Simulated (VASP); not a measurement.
# Ti (P6_3/mmc) in VASP: relaxation of cell and atoms with r2SCAN

Aim: the relaxation of cell and atoms of Ti with r2SCAN.

Program: VASP 6.6.1. These are calculated values, not measurements. Logs are shortened: lines on timing, memory, paths and dates and some standing lists are left out, and cuts for length are marked.

### 1 The cell of the first run

Symmetry: P6_3/mmc, No. 194, hexagonal system. Conventional cell: a = 2.950 Å, b = 2.950 Å, c = 4.680 Å, α = 90.00°, β = 90.00°, γ = 120.00°. Ti (site symmetry -6m2) has 12 Ti at 2.89 to 2.95 Å within 3.8 Å.

### 2 Relaxation of cell and atoms, r2SCAN

Contents of POSCAR:

```
Ti
1.0
    2.9500000000      0.0000000000      0.0000000000
   -1.4750000000      2.5547700000      0.0000000000
    0.0000000000      0.0000000000      4.6800000000
Ti
2
Direct
    0.3333333333      0.6666666667      0.2500000000
    0.6666666667      0.3333333333      0.7500000000
```

Contents of INCAR.step1:

```
  PREC = Accurate
  ENCUT = 600
  ISMEAR = 0
  SIGMA = 0.05
  LREAL = False
  LASPH = True
  NELM = 80
  GGA = PE
  ALGO = Normal
  EDIFF = 1E-4
  LWAVE = True
  LCHARG = False
```

Contents of INCAR.step2:

```
  PREC = Accurate
  ENCUT = 600
  EDIFF = 1E-6
  ISMEAR = 0
  SIGMA = 0.05
  LREAL = False
  LASPH = True
  NELM = 80
  ALGO = Normal
  ISIF = 3
  LWAVE = False
  LCHARG = False
  METAGGA = R2SCAN
  LMIXTAU = True
  IBRION = 2
  NSW = 80
  EDIFFG = -0.02
  ISTART = 1
```

Contents of KPOINTS:

```
Automatic mesh
0
Gamma
  18 18 10
```

Potentials or basis: VASP PAW PBE potentials, release 64 (Ti_sv).

Launch:

```bash
$ cat potpaw_PBE.64/Ti_sv/POTCAR > POTCAR
$ cp INCAR.step1 INCAR
$ mpirun -np 1 vasp_std > vasp.out
$ cp INCAR.step2 INCAR
$ mpirun -np 1 vasp_std > vasp.out
```

OUTCAR:

```text
PREC = Accurate
   ENCUT = 600
   EDIFF = 1E-6
   ISMEAR = 0
   LREAL = False
   LASPH = True
   NELM = 80
   ISIF = 3
   METAGGA = R2SCAN
   IBRION = 2
   NSW = 80
   EDIFFG = -0.02
   ISTART = 1

 ion  position               nearest neighbor table
   1  0.333  0.667  0.250-   2 2.89   2 2.89   2 2.89   2 2.89   2 2.89   2 2.89
   2  0.667  0.333  0.750-   1 2.89   1 2.89   1 2.89   1 2.89   1 2.89   1 2.89

  LATTYP: Found a hexagonal cell.
 ALAT       =     2.9500000000
 C/A-ratio  =     1.5864406780

  Lattice vectors:

 A1 = (   2.9500000000,   0.0000000000,   0.0000000000)
 A2 = (  -1.4750000000,   2.5547700000,   0.0000000000)
 A3 = (   0.0000000000,   0.0000000000,   4.6800000000)

Analysis of symmetry for initial positions (statically):
=====================================================================
 Subroutine PRICEL returns:
 Original cell was already a primitive cell.

 Routine SETGRP: Setting up the symmetry group for a
 hexagonal supercell.

 Subroutine GETGRP returns: Found 24 space group operations
 (whereof 12 operations were pure point group operations)
 out of a pool of 24 trial point group operations.

The static configuration has the point symmetry D_3d.
 The point group associated with its full space group is D_6h.

Analysis of symmetry for dynamics (positions and initial velocities):
=====================================================================
 Subroutine PRICEL returns:
 Original cell was already a primitive cell.

 Routine SETGRP: Setting up the symmetry group for a
 hexagonal supercell.

 Subroutine GETGRP returns: Found 24 space group operations
 (whereof 12 operations were pure point group operations)
 out of a pool of 24 trial point group operations.

The dynamic configuration has the point symmetry D_3d.
 The point group associated with its full space group is D_6h.

 Subroutine INISYM returns: Found 24 space group operations
 (whereof 12 operations are pure point group operations),
 and found     1 'primitive' translations

----------------------------------------------------------------------------------------

                                     Primitive cell

  volume of cell :      35.2712

  direct lattice vectors                    reciprocal lattice vectors
     2.950000000  0.000000000  0.000000000     0.338983051  0.195712334  0.000000000
    -1.475000000  2.554770000  0.000000000     0.000000000  0.391424668  0.000000000
     0.000000000  0.000000000  4.680000000     0.000000000  0.000000000  0.213675214

  length of vectors
     2.950000000  2.949995721  4.680000000     0.391424101  0.391424668  0.213675214

  position of ions in fractional coordinates (direct lattice)
     0.333333333  0.666666667  0.250000000
     0.666666667  0.333333333  0.750000000

  ion indices of the primitive-cell ions
   primitive index   ion index
                 1           1
                 2           2

----------------------------------------------------------------------------------------

 KPOINTS: Automatic mesh

Automatic generation of k-mesh.
 Grid dimensions read from file:
 generate k-points for:   18   18   10

 Generating k-lattice:

  Cartesian coordinates                     Fractional coordinates (reciprocal lattice)
     0.018832392  0.010872907  0.000000000     0.055555556 -0.000000000  0.000000000
     0.000000000  0.021745815  0.000000000     0.000000000  0.055555556  0.000000000
     0.000000000  0.000000000  0.021367521     0.000000000  0.000000000  0.100000000

  Length of vectors
     0.021745783  0.021745815  0.021367521

  Shift w.r.t. Gamma in fractional coordinates (k-lattice)
     0.000000000  0.000000000  0.000000000

 Subroutine IBZKPT returns following result:
 ===========================================

 Found    222 irreducible k-points:

 Following reciprocal coordinates:
            Coordinates               Weight
  0.000000  0.000000  0.000000      1.000000
  0.055556  0.000000  0.000000      6.000000
  0.111111  0.000000  0.000000      6.000000
  0.166667  0.000000  0.000000      6.000000
  0.222222  0.000000  0.000000      6.000000
  0.277778  0.000000  0.000000      6.000000
[... 16 lines left out ...]
  0.333333  0.111111  0.000000     12.000000
  0.388889  0.111111  0.000000     12.000000
 [... further k-points ...]
   k-points           NKPTS =    222   k-points in BZ     NKDIM =    222   number of bands    NBANDS=     16
   number of dos      NEDOS =    301   number of ions     NIONS =      2
   total plane-waves  NPLWV =  23040
   dimension x,y,z NGX =    24 NGY =   24 NGZ =   40
   dimension x,y,z NGXF=    48 NGYF=   48 NGZF=   80
   ions per type =               2
   NGX,Y,Z   is equivalent  to a cutoff of  13.53, 13.53, 14.21 a.u.
   NGXF,Y,Z  is equivalent  to a cutoff of  27.05, 27.05, 28.42 a.u.
 SYSTEM =  unknown system
   PREC   = accura    normal or accurate (medium, high low for compatibility)
   ISTART =      1    job   : 0-new  1-cont  2-samecut
   ICHARG =      0    charge: 1-file 2-atom 10-const
   ISPIN  =      1    spin polarized calculation?
   LNONCOLLINEAR =      F non collinear calculations
   LSORBIT =      F    spin-orbit coupling
   LASPH  =      T    aspherical Exc in radial PAW
   ENCUT  =  600.0 eV  44.10 Ry    6.64 a.u.   5.89  5.89  9.35*2*pi/ulx,y,z
   NELM   =     80;   NELMIN=  2; NELMDL=  0     # of ELM steps
   EDIFF  = 0.1E-05   stopping-criterion for ELM
   LREAL  =      F    real-space projection
   EDIFFG = -.2E-01   stopping-criterion for IOM
   NSW    =     80    number of steps for IOM
   IBRION =      2    ionic relax: 0-MD 1-quasi-New 2-CG
   NFREE  =      1    steps in history (QN), initial steepest desc. (CG)
   ISIF   =      3    stress and relaxation
   ISYM   =      2    0-nonsym 1-usesym 2-fastsym
   POTIM  = 0.5000    time-step for ionic-motion
   TEBEG  =    0.0;   TEEND  =   0.0 temperature during run
   PSTRESS=    0.0 pullay stress
   NELECT =      24.0000    total number of electrons
   NUPDOWN=      -1.0000    fix difference up-down
   EMIN   =  10.00;   EMAX   =-10.00  energy-range for DOS
   EFERMI =   0.00;   METHOD = LEGACY
   ISMEAR =     0;   SIGMA  =   0.05  broadening in eV -4-tet -1-fermi 0-gaus
   EFERMI_NEDOS =   21; number of points for ismear=-14 and -15
   IALGO  =     38    algorithm
   IMIX   =      4    mixing-type and parameters
     AMIX     =   0.40;   BMIX     =  1.00
     AMIX_MAG =   1.60;   BMIX_MAG =  1.00
  volume/ion in A,a.u.               =      17.64       119.01
  Fermi-wavevector in a.u.,A,eV,Ry     =   1.439921  2.721056 28.209948  2.073373
  Thomas-Fermi vector in A             =   2.558723
   LORBIT       =      0    0 simple, 1 ext, 2 COOP (PROOUT), +10 PAW based schemes
   METAGGA = R2SCAN    functional components
   LHFCALC =     F    Hartree Fock is set to
   AEXX    =    0.0000 exact exchange contribution
   IVDW    =     0    specifies the selected vdW correction
   LEPSILON=     F    determine dielectric tensor
   LRPA    =     F    only Hartree local field effects (RPA)
 conjugate gradient relaxation of ions
 non-spin polarized calculation
 Gauss-broadening in eV      SIGMA  =   0.05
  energy-cutoff  :      600.00
  volume of cell :       35.27
 maximum number of plane-waves:      1194
 NGX is ok and might be reduce to    24
   NGX = 11   NGY = 11   NGZ = 19

--------------------------------------- Ionic step        1  -------------------------------------------

 number of electron      23.9999996 magnetization

 Free energy of the ion-electron system (eV)
  ---------------------------------------------------
  ext. energy  EPLUGINS =         0.00000000
  ---------------------------------------------------
  free energy    TOTEN  =       -25.89900243 eV

  energy without entropy =      -25.89686016  energy(sigma->0) =      -25.89793129

------------------------ aborting loop because EDIFF is reached ----------------------------------------

  FORCE on cell =-STRESS in cart. coord.  units (eV):
  Direction    XX          YY          ZZ          XY          YZ          ZX
  --------------------------------------------------------------------------------------
  -------------------------------------------------------------------------------------
  Total       -0.3615617     -0.3615603     -0.4439702      0.0000000      0.0000000      0.0000000
  in kB      -16.4237883    -16.4237247    -20.1671584      0.0000000      0.0000000      0.0000000
  external PRESSURE =     -17.6715571 kB  Pullay stress =       0.0000000 kB

 VOLUME and BASIS-vectors are now :
 -----------------------------------------------------------------------------
  energy-cutoff  :      600.00
  volume of cell :       35.27
      direct lattice vectors                 reciprocal lattice vectors
     2.950000000  0.000000000  0.000000000     0.338983051  0.195712334  0.000000000
    -1.475000000  2.554770000  0.000000000     0.000000000  0.391424668  0.000000000
     0.000000000  0.000000000  4.680000000     0.000000000  0.000000000  0.213675214
[... 109 lines left out ...]
 POSITION                                       TOTAL-FORCE (eV/Angst)
 -----------------------------------------------------------------------------------
     -0.00000      1.69482      1.16295         0.000000      0.000000      0.000000
      1.46776      0.84741      3.48884        -0.000000     -0.000000      0.000000
 -----------------------------------------------------------------------------------
    total drift:                               -0.000000      0.000000     -0.000000

  FREE ENERGIE OF THE ION-ELECTRON SYSTEM (eV)
  ---------------------------------------------------
  free  energy   TOTEN  =       -25.9020832808 eV

  energy  without entropy=      -25.8999241304  energy(sigma->0) =      -25.90100371

--------------------------------------- Ionic step        5  -------------------------------------------

 number of electron      23.9999993 magnetization

 Free energy of the ion-electron system (eV)
  ---------------------------------------------------
  ext. energy  EPLUGINS =         0.00000000
  ---------------------------------------------------
  free energy    TOTEN  =       -25.90215634 eV

  energy without entropy =      -25.90001420  energy(sigma->0) =      -25.90108527

 E-fermi :   8.4172     XC(G=0): -12.3996

 val. band max:        8.4159946769   @ k =   0.0556   0.0000   0.5000
 cond. band min:       8.4193189107   @ k =   0.3333   0.2222   0.3000
 fundamental gap:      0.0033242338
 Fermi energy:         8.4171513216

 k-point     1 :       0.0000    0.0000    0.0000
  band No.  band energies     occupation
      1     -50.8333      2.00000
      2     -50.6887      2.00000
      3     -26.3980      2.00000
      4     -25.7260      2.00000
      5     -25.7260      2.00000
      6     -25.6580      2.00000
[... 8 lines left out ...]
     15       9.8038      0.00000
     16       9.8038      0.00000
[... 419 lines left out ...]
 k-point    24 :       0.3889    0.1111    0.0000
  band No.  band energies     occupation
      1     -50.7097      2.00000
      2     -50.6624      2.00000
      3     -26.1892      2.00000
      4     -26.0779      2.00000
      5     -26.0655      2.00000
      6     -25.8989      2.00000
[... 8 lines left out ...]
     15       9.6730      0.00000
     16      11.6872      0.00000

 [... further k-points ...]

------------------------ aborting loop because EDIFF is reached ----------------------------------------

  FORCE on cell =-STRESS in cart. coord.  units (eV):
  Direction    XX          YY          ZZ          XY          YZ          ZX
  --------------------------------------------------------------------------------------
  -------------------------------------------------------------------------------------
  Total        0.0182490      0.0182489     -0.0229689     -0.0000000     -0.0000000      0.0000000
  in kB        0.8422307      0.8422275     -1.0600640     -0.0000000     -0.0000000      0.0000000
  external PRESSURE =       0.2081314 kB  Pullay stress =       0.0000000 kB

 VOLUME and BASIS-vectors are now :
 -----------------------------------------------------------------------------
  energy-cutoff  :      600.00
  volume of cell :       34.72
      direct lattice vectors                 reciprocal lattice vectors
     2.937291663  0.000000000 -0.000000000     0.340449678  0.196559090  0.000000000
    -1.468645832  2.543764321 -0.000000000    -0.000000000  0.393118180  0.000000000
     0.000000000  0.000000000  4.646168759     0.000000000  0.000000000  0.215231097

 POSITION                                       TOTAL-FORCE (eV/Angst)
 -----------------------------------------------------------------------------------
     -0.00000      1.69584      1.16154        -0.000000      0.000000      0.000000
      1.46865      0.84792      3.48463         0.000000     -0.000000      0.000000
 -----------------------------------------------------------------------------------
    total drift:                               -0.000000      0.000000     -0.000000

  FREE ENERGIE OF THE ION-ELECTRON SYSTEM (eV)
  ---------------------------------------------------
  free  energy   TOTEN  =       -25.9021563405 eV

  energy  without entropy=      -25.9000142037  energy(sigma->0) =      -25.90108527

 reached required accuracy - stopping structural energy minimisation
```

Wall time 53 min (1 thread of Oxide Virtual Turin-like, shared host); peak memory 0.24 GiB.

Results:

| Property | Result |
| --- | --- |
| Free energy | -25.9022 eV |
| Relaxed volume | 17.36 Å³/atom |
| Relaxed cell | a = 2.937 Å, b = 2.937 Å, c = 4.646 Å, α = 90.00°, β = 90.00°, γ = 120.00° |
| Space group after relaxing (to 0.1 Å) | P6_3/mmc (No. 194) |
| Energy gained by relaxing | 1.6 meV/atom |
| Ionic steps | 5 |
| Pressure after relaxing | 0.0 GPa |
| Band gap on the k mesh | zero (bands 12 and 13 overlap by 1.24 eV) |

The path:
```tsv
step	energy change (eV)	largest force (eV/Å)	pressure (GPa)	volume (Å³)
1	0.0000	0.0000	-1.77	35.27
2	-0.0011	0.0000	1.43	34.29
3	-0.0031	0.0000	-0.02	34.73
4	-0.0031	0.0000	0.03	34.72
5	-0.0032	0.0000	0.02	34.72
```

Final structure:
```
Ti
1.0
     2.93729    0.00000    0.00000
    -1.46865    2.54376    0.00000
     0.00000    0.00000    4.64617
Ti
2
Direct
  0.33333 0.66667 0.25000
  0.66667 0.33333 0.75000
```

Caveat: the PAW data sets were made with another functional, which shifts forces and pressure a little.
